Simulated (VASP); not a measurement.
# MnO2 (Pmmn) in VASP: further runs

The runs below take MnO2 through single point, with PBEsol, PBE, r2SCAN.

Everything below comes from runs of VASP 6.6.1. Logs are shortened: lines on timing, memory, paths and dates and some standing lists are left out, and cuts for length are marked.

### Step 1. The cell of the first run

It takes space group Pmmn (No. 59, orthorhombic). The conventional cell has a = 2.904 Å, b = 3.845 Å, c = 6.164 Å, α = 90.00°, β = 90.00°, γ = 90.00°. Mn (site symmetry mm2) has 6 O at 1.83 to 2.05 Å within 2.4 Å. O (site symmetry mm2) has 2 Mn at 1.83 Å within 2.4 Å. O (site symmetry mm2) has 4 Mn at 1.98 to 2.05 Å and 5 O at 2.56 to 2.59 Å within 2.6 Å.

### Step 2. Single point, PBEsol, collinear spin, zero start

INCAR reads:

```
  PREC = Accurate
  ENCUT = 520
  EDIFF = 1E-6
  ISMEAR = -1
  SIGMA = 0.05
  LREAL = False
  LASPH = True
  NELM = 150
  ALGO = Normal
  ISIF = 2
  LWAVE = False
  LCHARG = False
  ISPIN = 2
  MAGMOM = 0 0 0 0 0 0
  LORBIT = 11
  NUPDOWN = 0.0
  LMAXMIX = 4
  GGA = PS
  NBANDS = 38
```

KPOINTS reads:

```
Automatic mesh
0
Gamma
  8 6 4
```

POSCAR reads:

```
MnO2
1.0
    2.9041580000      0.0000000000      0.0000000000
    0.0000000000      3.8448100000      0.0000000000
    0.0000000000      0.0000000000      6.1642640000
Mn O
2 4
Direct
    0.5000000000      0.5000000000      0.3433015000
    0.0000000000      0.0000000000      0.6566985000
    0.5000000000      0.0000000000      0.8375675000
    0.0000000000      0.5000000000      0.1624325000
    0.5000000000      0.0000000000      0.4217995000
    0.0000000000      0.5000000000      0.5782005000
```

Potentials or basis: VASP PAW PBE potentials, release 64 (Mn_pv, O).

On the command line:

```bash
> cat potpaw_PBE.64/Mn_pv/POTCAR potpaw_PBE.64/O/POTCAR > POTCAR
> mpirun -np 1 vasp_std > vasp.out
```

OUTCAR:

```text
PREC = Accurate
   ENCUT = 520
   EDIFF = 1E-6
   ISMEAR = -1
   LREAL = False
   LASPH = True
   NELM = 150
   ISIF = 2
   ISPIN = 2
   LORBIT = 11
   NUPDOWN = 0.0
   GGA = PS

 ion  position               nearest neighbor table
   1  0.500  0.500  0.343-   4 1.83   4 1.83   5 1.98   5 1.98   6 2.05   6 2.05   2 3.09   2 3.09
                             2 3.09   2 3.09
   2  0.000  0.000  0.657-   3 1.83   3 1.83   6 1.98   6 1.98   5 2.05   5 2.05   1 3.09   1 3.09
                             1 3.09   1 3.09
   3  0.500  0.000  0.838-   2 1.83   2 1.83
   4  0.000  0.500  0.162-   1 1.83   1 1.83
   5  0.500  0.000  0.422-   1 1.98   1 1.98   2 2.05   2 2.05
   6  0.000  0.500  0.578-   2 1.98   2 1.98   1 2.05   1 2.05

  LATTYP: Found a simple orthorhombic cell.
 ALAT       =     2.9041580000
 B/A-ratio  =     1.3238983554
 C/A-ratio  =     2.1225649569

  Lattice vectors:

 A1 = (   2.9041580000,   0.0000000000,   0.0000000000)
 A2 = (   0.0000000000,   3.8448100000,   0.0000000000)
 A3 = (   0.0000000000,   0.0000000000,   6.1642640000)

Analysis of symmetry for initial positions (statically):
=====================================================================
 Subroutine PRICEL returns:
 Original cell was already a primitive cell.

 Routine SETGRP: Setting up the symmetry group for a
 simple orthorhombic supercell.

 Subroutine GETGRP returns: Found  8 space group operations
 (whereof  4 operations were pure point group operations)
 out of a pool of  8 trial point group operations.

The static configuration has the point symmetry C_2v.
 The point group associated with its full space group is D_2h.

Analysis of symmetry for dynamics (positions and initial velocities):
=====================================================================
 Subroutine PRICEL returns:
 Original cell was already a primitive cell.

 Routine SETGRP: Setting up the symmetry group for a
 simple orthorhombic supercell.

 Subroutine GETGRP returns: Found  8 space group operations
 (whereof  4 operations were pure point group operations)
 out of a pool of  8 trial point group operations.

The dynamic configuration has the point symmetry C_2v.
 The point group associated with its full space group is D_2h.

Analysis of structural, dynamic, and magnetic symmetry:
=====================================================================
 Subroutine PRICEL returns:
 Original cell was already a primitive cell.

 Routine SETGRP: Setting up the symmetry group for a
[... 150 lines left out ...]
 NGX is ok and might be reduce to    24
   NGX = 11   NGY = 15   NGZ = 23

 number of electron      49.9999958 magnetization      -0.0000000

 number of electron      49.9999973 magnetization       0.0000000

 Free energy of the ion-electron system (eV)
  ---------------------------------------------------
  ext. energy  EPLUGINS =         0.00000000
  ---------------------------------------------------
  free energy    TOTEN  =       -47.79020049 eV

  energy without entropy =      -47.70645457  energy(sigma->0) =      -47.74832753

 E-fermi :   3.1479     XC(G=0): -10.8253

 val. band max:        3.1282900221   @ k =   0.3750   0.0000   0.0000
 cond. band min:       3.1485876439   @ k =   0.1250   0.1667   0.0000
 fundamental gap:      0.0202976218
 Fermi energy:         3.1478858421

 spin component 1

 k-point     1 :       0.0000    0.0000    0.0000
  band No.  band energies     occupation
      1     -45.5724      1.00000
      2     -45.5584      1.00000
      3     -45.5209      1.00000
      4     -45.4861      1.00000
      5     -45.4808      1.00000
      6     -45.4501      1.00000
[... 949 lines left out ...]
     36      15.8262      0.00000
     37      16.6441      0.00000

 [... further k-points ...]

 spin component 2

 k-point     1 :       0.0000    0.0000    0.0000
  band No.  band energies     occupation
      1     -45.5724      1.00000
      2     -45.5584      1.00000
      3     -45.5209      1.00000
      4     -45.4861      1.00000
      5     -45.4808      1.00000
      6     -45.4500      1.00000
[... 949 lines left out ...]
     36      15.8262      0.00000
     37      16.6441      0.00000

 [... further k-points ...]

 [bands above 37 left out]

------------------------ aborting loop because EDIFF is reached ----------------------------------------

  FORCE on cell =-STRESS in cart. coord.  units (eV):
  Direction    XX          YY          ZZ          XY          YZ          ZX
  --------------------------------------------------------------------------------------
  -------------------------------------------------------------------------------------
  Total      -11.7505205     -7.2848194     -9.3165974      0.0000000      0.0000000      0.0000000
  in kB     -273.5214145   -169.5715615   -216.8660441      0.0000000      0.0000000      0.0000000
  external PRESSURE =    -219.9863400 kB  Pullay stress =       0.0000000 kB

 VOLUME and BASIS-vectors are now :
 -----------------------------------------------------------------------------
  energy-cutoff  :      520.00
  volume of cell :       68.83
      direct lattice vectors                 reciprocal lattice vectors
     2.904158000  0.000000000  0.000000000     0.344333883  0.000000000  0.000000000
     0.000000000  3.844810000  0.000000000     0.000000000  0.260090876  0.000000000
     0.000000000  0.000000000  6.164264000     0.000000000  0.000000000  0.162225369

 POSITION                                       TOTAL-FORCE (eV/Angst)
 -----------------------------------------------------------------------------------
      1.45208      1.92240      2.11620         0.000000      0.000000     -2.227349
      0.00000      0.00000      4.04806         0.000000      0.000000      2.227349
      1.45208      0.00000      5.16299         0.000000      0.000000     -3.154352
      0.00000      1.92240      1.00128         0.000000      0.000000      3.154352
      1.45208      0.00000      2.60008         0.000000      0.000000      0.460634
      0.00000      1.92240      3.56418         0.000000      0.000000     -0.460634
 -----------------------------------------------------------------------------------
    total drift:                                0.000000      0.000000      0.000000

  FREE ENERGIE OF THE ION-ELECTRON SYSTEM (eV)
  ---------------------------------------------------
  free  energy   TOTEN  =       -47.7902004887 eV

  energy  without entropy=      -47.7064545679  energy(sigma->0) =      -47.74832753

 total charge

# of ion       s       p       d       tot
------------------------------------------
    1        0.323   6.382   5.010  11.714
    2        0.323   6.382   5.010  11.714
    3        1.589   3.275   0.000   4.863
    4        1.589   3.275   0.000   4.863
    5        1.561   3.391   0.000   4.952
    6        1.561   3.391   0.000   4.952
--------------------------------------------------
tot          6.945  26.095  10.020  43.060

 magnetization (x)

# of ion       s       p       d       tot
------------------------------------------
    1       -0.000   0.000   0.000  -0.000
    2       -0.000   0.000   0.000  -0.000
    3       -0.000  -0.000   0.000  -0.000
    4       -0.000  -0.000   0.000  -0.000
    5        0.000   0.000   0.000   0.000
    6        0.000   0.000   0.000   0.000
--------------------------------------------------
tot         -0.000   0.000   0.000   0.000
```

OSZICAR:

```text
N       E                     dE             d eps       ncg     rms          rms(c)
DAV:   1     0.611843387493E+03    0.61184E+03   -0.27603E+04  9192   0.153E+03
DAV:   2    -0.280380104852E+01   -0.61465E+03   -0.56455E+03  9494   0.454E+02
DAV:   3    -0.619007633068E+02   -0.59097E+02   -0.57520E+02 10140   0.151E+02
DAV:   4    -0.630536288449E+02   -0.11529E+01   -0.11482E+01 10314   0.227E+01
DAV:   5    -0.630649310055E+02   -0.11302E-01   -0.11301E-01  9816   0.239E+00    0.396E+01
DAV:   6    -0.800104927195E+02   -0.16946E+02   -0.88541E+01 11166   0.102E+02    0.708E+01
DAV:   7    -0.492395700399E+02    0.30771E+02   -0.71396E+01 10802   0.966E+01    0.134E+01
DAV:   8    -0.479502588476E+02    0.12893E+01   -0.65840E+00 10202   0.188E+01    0.418E+00
DAV:   9    -0.477936924918E+02    0.15657E+00   -0.54599E-01 10530   0.723E+00    0.179E+00
DAV:  10    -0.477963044051E+02   -0.26119E-02   -0.10900E-01  9936   0.309E+00    0.118E+00
DAV:  11    -0.477924271755E+02    0.38772E-02   -0.29780E-02 10134   0.202E+00    0.525E-01
DAV:  12    -0.477903747456E+02    0.20524E-02   -0.54947E-03 10062   0.102E+00    0.225E-01
DAV:  13    -0.477903013049E+02    0.73441E-04   -0.58669E-04 10236   0.344E-01    0.127E-01
DAV:  14    -0.477902022442E+02    0.99061E-04   -0.25528E-04 10080   0.160E-01    0.326E-02
DAV:  15    -0.477901986479E+02    0.35963E-05   -0.35365E-05 11714   0.509E-02    0.183E-02
DAV:  16    -0.477902000904E+02   -0.14425E-05   -0.87456E-06  9220   0.261E-02    0.511E-03
DAV:  17    -0.477902004887E+02   -0.39824E-06   -0.12352E-06  6972   0.691E-03
   1 F= -.47790200E+02 E0= -.47748328E+02  d E =-.837459E-01  mag=     0.0000
```

stdout:

```text
POSCAR found type information on POSCAR MnO
 POSCAR found :  2 types and       6 ions
 scaLAPACK will be used
 -----------------------------------------------------------------------------
|                                                                             |
|                                                                             |
|     You enforced a specific xc type in the INCAR file but a different       |
|     I HOPE YOU KNOW WHAT YOU ARE DOING!                                     |
|                                                                             |
 -----------------------------------------------------------------------------

 LDA part: xc-table for (Slater+PW92), standard interpolation
 POSCAR, INCAR and KPOINTS ok, starting setup
 FFT: planning ... GRIDC
 FFT: planning ... GRID_SOFT
 FFT: planning ... GRID
 WAVECAR not read
 entering main loop
```

It took 4.7 min on 1 thread of Intel Xeon Platinum 8259CL at 2.50GHz (Skylake/Cascade Lake), shared host; peak memory 0.35 GiB.

Results:

| Quantity | Value |
| --- | --- |
| Free energy | -47.7902 eV |
| Pressure | -22.0 GPa |
| Largest force | 3.154 eV/Å |
| Net moment | 0.00 μB per cell |
| Valence electrons inside the program's atomic spheres | Mn 11.71; O 4.86, 4.95 (each value once) |

Forces on the atoms (eV/Å):
```
Mn   0.000  0.000 -2.227
Mn   0.000  0.000  2.227
O    0.000  0.000 -3.154
O    0.000  0.000  3.154
O    0.000  0.000  0.461
O    0.000  0.000 -0.461
```

Caveat: the stress differs along the axes, from -27 to -17 GPa; the PAW data sets were made with another functional, which shifts forces and pressure a little; the total moment is fixed, so each spin has its own Fermi level.

### Step 3. Single point, PBE

INCAR reads:

```
ALGO     = Normal         # electronic algorithm
EDIFF    = 1E-6           # SCF threshold, eV
ENCUT    = 520            # plane-wave cutoff, eV
GGA      = PE             # functional
ISIF     = 2              # what is computed and relaxed
ISMEAR   = -1             # smearing method
LASPH    = True           # aspherical terms in the spheres
LCHARG   = True           # write CHGCAR
LELF     = True           # ELF
LREAL    = False          # projectors in reciprocal space
LVHAR    = True         
LWAVE    = False          # write WAVECAR
NBANDS   = 34             # bands
NELM     = 80             # most SCF steps
PREC     = Accurate       # precision mode
SIGMA    = 0.05           # smearing width, eV
```

KPOINTS reads:

```
k-points
0
Gamma
  9 7 5
```

POSCAR is that of step 2.

Potentials or basis: VASP PAW PBE potentials, release 64 (Mn_pv, O).

On the command line:

```bash
> cat potpaw_PBE.64/Mn_pv/POTCAR potpaw_PBE.64/O/POTCAR > POTCAR
> mpirun -np 1 vasp_std > vasp.out
```

Run time: 80 s. Hardware: 1 thread of Intel Xeon Platinum 8488C (Sapphire Rapids), shared host; peak memory 0.24 GiB.

Results (log left out):

* Free energy: -45.3235 eV
* Pressure: -15.4 GPa
* Largest force: 2.737 eV/Å
* Band gap on the k mesh: zero (bands 25 and 26 overlap by 0.35 eV)

Forces in eV/Å, atoms in the order of the input:
```
Mn   0.000  0.000 -2.296
Mn   0.000  0.000  2.296
O    0.000  0.000 -2.737
O    0.000  0.000  2.737
O    0.000  0.000  0.290
O    0.000  0.000 -0.290
```

Stress tensor (GPa, compression positive):
```
-19.54   0.00   0.00
  0.00 -10.89   0.00
  0.00   0.00 -15.73
```

Levels at points of the mesh, in eV from the Fermi level:
```
           k point  band 22  band 23  band 24  band 25  band 26  band 27  band 28  band 29
(0.00, 0.00, 0.00)    -1.87    -0.92    -0.51    -0.09     0.08     0.73     1.15     1.28
```

Caveat: the stress differs along the axes, from -20 to -11 GPa; the run has no spin polarisation, though such a crystal can be magnetic; semilocal functionals often make such compounds metallic where correlation or magnetic order opens a gap, which also shifts bond lengths; forces of over 1 eV/Å act on the atoms, so gaps and moduli don't describe the material at rest.

### Step 4. Single point, r2SCAN

POSCAR is that of step 3.

INCAR.step1 reads:

```
SYSTEM = MnO2
PREC = Accurate
ENCUT = 520
ISMEAR = -1
SIGMA = 0.05
LREAL = .False.
LASPH = .True.
NELM = 100
NBANDS = 34
GGA = PE
ALGO = Normal
EDIFF = 1E-4
LWAVE = .True.
LCHARG = .False.
```

INCAR.step2 reads:

```
SYSTEM = MnO2
PREC = Accurate
ENCUT = 520
EDIFF = 1E-7
ISMEAR = -1
SIGMA = 0.05
LREAL = .False.
LASPH = .True.
NELM = 100
ALGO = Normal
ISIF = 2
LWAVE = .False.
LCHARG = .False.
METAGGA = R2SCAN
LMIXTAU = .True.
NBANDS = 34
ISTART = 1
```

KPOINTS reads:

```
regular mesh
0
Gamma
  7 5 4
  0 0 0
```

On the command line:

```bash
> cat potpaw_PBE.64/Mn_pv/POTCAR potpaw_PBE.64/O/POTCAR > POTCAR
> cp INCAR.step1 INCAR
> mpirun -np 1 vasp_std > vasp.out
> cp INCAR.step2 INCAR
> mpirun -np 1 vasp_std > vasp.out
```

Wall time 8.9 min (1 thread of Oxide Virtual Turin-like, shared host); peak memory 0.19 GiB.

Results (log left out):

- Free energy: -60.7677 eV
- Pressure: -21.6 GPa
- Largest force: 3.260 eV/Å
- Band gap on the k mesh: zero (bands 25 and 26 overlap by 0.35 eV)

Forces on the atoms (eV/Å):
```
Mn   0.000  0.000 -2.486
Mn   0.000  0.000  2.486
O    0.000  0.000 -3.260
O    0.000  0.000  3.260
O    0.000  0.000  0.496
O    0.000  0.000 -0.496
```

Stress tensor (GPa, compression positive):
```
-26.33   0.00   0.00
  0.00 -16.24   0.00
  0.00   0.00 -22.30
```

Levels at points of the mesh, in eV from the Fermi level:
```csv
k point,band 21,band 22,band 23,band 24,band 25,band 26,band 27,band 28,band 29,band 30
"(0.00, 0.00, 0.00)",-2.62,-1.95,-0.98,-0.58,-0.03,0.11,0.71,1.14,1.54,1.93
"(0.00, 0.00, 0.50)",-2.87,-1.98,-0.98,-0.59,0.00,0.09,0.64,1.20,1.49,2.01
```

Caveat: the stress differs along the axes, from -26 to -16 GPa; the PAW data sets were made with another functional, which shifts forces and pressure a little; the run has no spin polarisation, though such a crystal can be magnetic; semilocal functionals often make such compounds metallic where correlation or magnetic order opens a gap, which also shifts bond lengths.

[end of part 1 of 2]
